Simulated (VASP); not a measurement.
# In2Bi (P6_3/mmc) in VASP: a series of runs, part 2 of 2

VASP 6.6.1.

## (4) Single point, LDA

This run uses another cell than the first one, of 28.31 Å³/atom, 1.053 times its volume.

INCAR reads:

```
  PREC = Accurate
  ENCUT = 520
  EDIFF = 1E-6
  ISMEAR = 0
  SIGMA = 0.05
  LREAL = False
  LASPH = True
  NELM = 100
  ALGO = Normal
  ISIF = 2
  LWAVE = False
  LCHARG = False
  NBANDS = 50
```

KPOINTS reads:

```
Automatic mesh
0
Gamma
  5 5 4
```

POSCAR reads:

```
In2Bi
1.0
    5.4760000000      0.0000000000      0.0000000000
   -2.7380000000      4.7423550000      0.0000000000
    0.0000000000      0.0000000000      6.5400000000
In Bi
4 2
Direct
    0.0000000000      0.0000000000      0.0000000000
    0.0000000000      0.0000000000      0.5000000000
    0.3333333333      0.6666666667      0.7500000000
    0.6666666667      0.3333333333      0.2500000000
    0.3333333333      0.6666666667      0.2500000000
    0.6666666667      0.3333333333      0.7500000000
```

Potentials or basis: VASP PAW LDA potentials, release 64 (In_d, Bi_d).

Run with:

```sh
$ cat potpaw_LDA.64/In_d/POTCAR potpaw_LDA.64/Bi_d/POTCAR > POTCAR
$ mpirun -np 1 vasp_std > vasp.out
```

OUTCAR:

```text
PREC = Accurate
   ENCUT = 520
   EDIFF = 1E-6
   ISMEAR = 0
   LREAL = False
   LASPH = True
   NELM = 100
   ISIF = 2

 ion  position               nearest neighbor table
   1  0.000  0.000  0.000-   2 3.27   2 3.27   3 3.56   5 3.56   4 3.56   6 3.56   6 3.56   3 3.56
                             4 3.56   5 3.56   4 3.56   6 3.56   3 3.56   5 3.56
   2  0.000  0.000  0.500-   1 3.27   1 3.27   3 3.56   5 3.56   4 3.56   6 3.56   6 3.56   3 3.56
                             4 3.56   5 3.56   4 3.56   6 3.56   3 3.56   5 3.56
   3  0.333  0.667  0.750-   6 3.16   6 3.16   6 3.16   5 3.27   5 3.27   2 3.56   1 3.56   1 3.56
                             2 3.56   2 3.56   1 3.56
   4  0.667  0.333  0.250-   5 3.16   5 3.16   5 3.16   6 3.27   6 3.27   1 3.56   2 3.56   1 3.56
                             2 3.56   1 3.56   2 3.56
   5  0.333  0.667  0.250-   4 3.16   4 3.16   4 3.16   3 3.27   3 3.27   2 3.56   1 3.56   1 3.56
                             2 3.56   2 3.56   1 3.56
   6  0.667  0.333  0.750-   3 3.16   3 3.16   3 3.16   4 3.27   4 3.27   1 3.56   2 3.56   1 3.56
                             2 3.56   1 3.56   2 3.56

  LATTYP: Found a hexagonal cell.
 ALAT       =     5.4760000000
 C/A-ratio  =     1.1943024105

  Lattice vectors:

 A1 = (   5.4760000000,   0.0000000000,   0.0000000000)
 A2 = (  -2.7380000000,   4.7423550000,   0.0000000000)
 A3 = (   0.0000000000,   0.0000000000,   6.5400000000)

Analysis of symmetry for initial positions (statically):
=====================================================================
 Subroutine PRICEL returns:
 Original cell was already a primitive cell.

 Routine SETGRP: Setting up the symmetry group for a
 hexagonal supercell.

 Subroutine GETGRP returns: Found 24 space group operations
 (whereof 12 operations were pure point group operations)
 out of a pool of 24 trial point group operations.

The static configuration has the point symmetry D_3d.
 The point group associated with its full space group is D_6h.

Analysis of symmetry for dynamics (positions and initial velocities):
=====================================================================
 Subroutine PRICEL returns:
 Original cell was already a primitive cell.

 Routine SETGRP: Setting up the symmetry group for a
 hexagonal supercell.

 Subroutine GETGRP returns: Found 24 space group operations
 (whereof 12 operations were pure point group operations)
 out of a pool of 24 trial point group operations.

The dynamic configuration has the point symmetry D_3d.
 The point group associated with its full space group is D_6h.

 Subroutine INISYM returns: Found 24 space group operations
 (whereof 12 operations are pure point group operations),
 and found     1 'primitive' translations

----------------------------------------------------------------------------------------

                                     Primitive cell

  volume of cell :     169.8381

  direct lattice vectors                    reciprocal lattice vectors
     5.476000000  0.000000000  0.000000000     0.182615047  0.105432849  0.000000000
    -2.738000000  4.742355000  0.000000000     0.000000000  0.210865699  0.000000000
     0.000000000  0.000000000  6.540000000     0.000000000  0.000000000  0.152905199

  length of vectors
     5.476000000  5.475999904  6.540000000     0.210865695  0.210865699  0.152905199
[... 55 lines left out ...]
  0.400000  0.200000  0.250000     12.000000
  0.000000  0.000000  0.500000      1.000000
  0.200000 -0.000000  0.500000      6.000000
  0.400000 -0.000000  0.500000      6.000000
  0.200000  0.200000  0.500000      6.000000
  0.400000  0.200000  0.500000      6.000000
   k-points           NKPTS =     15   k-points in BZ     NKDIM =     15   number of bands    NBANDS=     50
   number of dos      NEDOS =    301   number of ions     NIONS =      6
   total plane-waves  NPLWV =  88200
   dimension x,y,z NGX =    42 NGY =   42 NGZ =   50
   dimension x,y,z NGXF=    84 NGYF=   84 NGZF=  100
   ions per type =               4   2
   NGX,Y,Z   is equivalent  to a cutoff of  12.75, 12.75, 12.71 a.u.
   NGXF,Y,Z  is equivalent  to a cutoff of  25.50, 25.50, 25.42 a.u.
 SYSTEM =  unknown system
   PREC   = accura    normal or accurate (medium, high low for compatibility)
   ISTART =      0    job   : 0-new  1-cont  2-samecut
   ICHARG =      2    charge: 1-file 2-atom 10-const
   ISPIN  =      1    spin polarized calculation?
   LNONCOLLINEAR =      F non collinear calculations
   LSORBIT =      F    spin-orbit coupling
   LASPH  =      T    aspherical Exc in radial PAW
   ENCUT  =  520.0 eV  38.22 Ry    6.18 a.u.  10.18 10.18 12.16*2*pi/ulx,y,z
   NELM   =    100;   NELMIN=  2; NELMDL= -5     # of ELM steps
   EDIFF  = 0.1E-05   stopping-criterion for ELM
   LREAL  =      F    real-space projection
   EDIFFG = 0.1E-04   stopping-criterion for IOM
   NSW    =      0    number of steps for IOM
   IBRION =     -1    ionic relax: 0-MD 1-quasi-New 2-CG
   NFREE  =      0    steps in history (QN), initial steepest desc. (CG)
   ISIF   =      2    stress and relaxation
   ISYM   =      2    0-nonsym 1-usesym 2-fastsym
   POTIM  = 0.5000    time-step for ionic-motion
   TEBEG  =    0.0;   TEEND  =   0.0 temperature during run
   PSTRESS=    0.0 pullay stress
   NELECT =      82.0000    total number of electrons
   NUPDOWN=      -1.0000    fix difference up-down
   EMIN   =  10.00;   EMAX   =-10.00  energy-range for DOS
   EFERMI =   0.00;   METHOD = LEGACY
   ISMEAR =     0;   SIGMA  =   0.05  broadening in eV -4-tet -1-fermi 0-gaus
   EFERMI_NEDOS =   21; number of points for ismear=-14 and -15
   IALGO  =     38    algorithm
   IMIX   =      4    mixing-type and parameters
     AMIX     =   0.40;   BMIX     =  1.00
     AMIX_MAG =   1.60;   BMIX_MAG =  1.00
  volume/ion in A,a.u.               =      28.31       191.02
  Fermi-wavevector in a.u.,A,eV,Ry     =   1.284304  2.426982 22.441936  1.649436
  Thomas-Fermi vector in A             =   2.416505
   LORBIT       =      0    0 simple, 1 ext, 2 COOP (PROOUT), +10 PAW based schemes
   GGA     = CA    functional components
   LHFCALC =     F    Hartree Fock is set to
   AEXX    =    0.0000 exact exchange contribution
   IVDW    =     0    specifies the selected vdW correction
   LEPSILON=     F    determine dielectric tensor
   LRPA    =     F    only Hartree local field effects (RPA)
 non-spin polarized calculation
 Gauss-broadening in eV      SIGMA  =   0.05
  energy-cutoff  :      520.00
  volume of cell :      169.84
 maximum number of plane-waves:      4598
 NGX is ok and might be reduce to    42
   NGX = 21   NGY = 21   NGZ = 25

 number of electron      82.0000042 magnetization

 Free energy of the ion-electron system (eV)
  ---------------------------------------------------
  ext. energy  EPLUGINS =         0.00000000
  ---------------------------------------------------
  free energy    TOTEN  =       -21.86621239 eV

  energy without entropy =      -21.86044129  energy(sigma->0) =      -21.86332684

 E-fermi :   7.2222     XC(G=0): -10.4267

 val. band max:        7.2020367178   @ k =   0.2000   0.2000   0.5000
 cond. band min:       7.2423997933   @ k =   0.4000   0.2000   0.2500
 fundamental gap:      0.0403630754
 Fermi energy:         7.2221836080

 k-point     1 :       0.0000    0.0000    0.0000
  band No.  band energies     occupation
      1     -15.4708      2.00000
      2     -15.4708      2.00000
      3     -15.4704      2.00000
      4     -15.4704      2.00000
      5     -15.4353      2.00000
      6     -15.4331      2.00000
[... 784 lines left out ...]
     49      11.9873      0.00000
     50      11.9874      0.00000

------------------------ aborting loop because EDIFF is reached ----------------------------------------

  FORCE on cell =-STRESS in cart. coord.  units (eV):
  Direction    XX          YY          ZZ          XY          YZ          ZX
  --------------------------------------------------------------------------------------
  -------------------------------------------------------------------------------------
  Total       -3.9547065     -3.9547064      0.6632225      0.0000000     -0.0000000      0.0000000
  in kB      -37.3069371    -37.3069354      6.2565451      0.0000000     -0.0000000      0.0000000
  external PRESSURE =     -22.7857758 kB  Pullay stress =       0.0000000 kB

 VOLUME and BASIS-vectors are now :
 -----------------------------------------------------------------------------
  energy-cutoff  :      520.00
  volume of cell :      169.84
      direct lattice vectors                 reciprocal lattice vectors
     5.476000000  0.000000000  0.000000000     0.182615047  0.105432849  0.000000000
    -2.738000000  4.742355000  0.000000000     0.000000000  0.210865699  0.000000000
     0.000000000  0.000000000  6.540000000     0.000000000  0.000000000  0.152905199

 POSITION                                       TOTAL-FORCE (eV/Angst)
 -----------------------------------------------------------------------------------
      0.00000      0.00000      0.00000        -0.000000      0.000000     -0.000000
      0.00000      0.00000      3.27000        -0.000000      0.000000     -0.000000
     -0.00000      3.16157      4.90500        -0.000000      0.000000      0.000000
      2.73800      1.58078      1.63500         0.000000     -0.000000      0.000000
     -0.00000      3.16157      1.63500         0.000000      0.000000     -0.000000
      2.73800      1.58078      4.90500        -0.000000      0.000000     -0.000000
 -----------------------------------------------------------------------------------
    total drift:                               -0.000000     -0.000000     -0.000000

  FREE ENERGIE OF THE ION-ELECTRON SYSTEM (eV)
  ---------------------------------------------------
  free  energy   TOTEN  =       -21.8662123884 eV

  energy  without entropy=      -21.8604412902  energy(sigma->0) =      -21.86332684
```

OSZICAR:

```text
N       E                     dE             d eps       ncg     rms          rms(c)
DAV:   1     0.940869883242E+03    0.94087E+03   -0.39686E+04  1500   0.220E+03
DAV:   2     0.106947772894E+03   -0.83392E+03   -0.81925E+03  1500   0.579E+02
DAV:   3    -0.145672617807E+02   -0.12152E+03   -0.11870E+03  1680   0.236E+02
DAV:   4    -0.216563186066E+02   -0.70891E+01   -0.70275E+01  1724   0.603E+01
DAV:   5    -0.220269915879E+02   -0.37067E+00   -0.37052E+00  2392   0.121E+01    0.483E+00
DAV:   6    -0.218943237873E+02    0.13267E+00   -0.33668E-01  1936   0.566E+00    0.213E+00
DAV:   7    -0.218692641348E+02    0.25060E-01   -0.11070E-01  1942   0.275E+00    0.524E-01
DAV:   8    -0.218663462226E+02    0.29179E-02   -0.10261E-02  1940   0.119E+00    0.150E-01
DAV:   9    -0.218662356983E+02    0.11052E-03   -0.16276E-03  1884   0.470E-01    0.631E-02
DAV:  10    -0.218662169372E+02    0.18761E-04   -0.39283E-04  2054   0.192E-01    0.393E-02
DAV:  11    -0.218662159363E+02    0.10010E-05   -0.40470E-05  1924   0.473E-02    0.263E-02
DAV:  12    -0.218662124240E+02    0.35123E-05   -0.23658E-05  1946   0.492E-02    0.523E-03
DAV:  13    -0.218662123884E+02    0.35581E-07   -0.29506E-06  1164   0.199E-02
   1 F= -.21866212E+02 E0= -.21863327E+02  d E =-.577110E-02
```

stdout:

```text
POSCAR found type information on POSCAR InBi
 POSCAR found :  2 types and       6 ions
 scaLAPACK will be used
 LDA part: xc-table for (Slater(with rela. corr.)+CA(PZ))
 , standard interpolation
 POSCAR, INCAR and KPOINTS ok, starting setup
 FFT: planning ... GRIDC
 FFT: planning ... GRID_SOFT
 FFT: planning ... GRID
 WAVECAR not read
 entering main loop
```

It took 3.4 min on 1 thread of Intel Xeon 6975P-C, shared host; peak memory 0.28 GiB.

Results:

```yaml
Free_energy: -21.8662 eV
Pressure: -2.3 GPa
Band_gap_on_the_k_mesh: zero (band 41 reaches 8.17 eV, above the bottom of band 42 at 6.39 eV)
```

Caveat: spin-orbit coupling is left out, which moves the levels of the heavy elements.

## (5) The runs side by side

```tsv
cell	gap on the mesh (eV)	pressure (GPa)
a = 5.383, b = 5.383, c = 6.429 Å, angles 90.0, 90.0, 120.0°, 6 atoms	none	0.1
a = 5.430, b = 5.430, c = 6.485 Å, angles 90.0, 90.0, 120.0°, 6 atoms	none	-1.2
a = 5.476, b = 5.476, c = 6.540 Å, angles 90.0, 90.0, 120.0°, 6 atoms	none	-2.3
```

Alike in all rows: task single point; level LDA; potentials or basis VASP PAW LDA potentials, release 64 (In_d, Bi_d); no spin polarisation; k mesh 5 × 5 × 4; cutoff (eV) 520; smearing gaussian 0.05 eV.

Caveats: spin-orbit coupling is left out, which moves the levels of the heavy elements.

Total energies depend on the potentials used, so only differences within one code and one set of settings carry meaning.
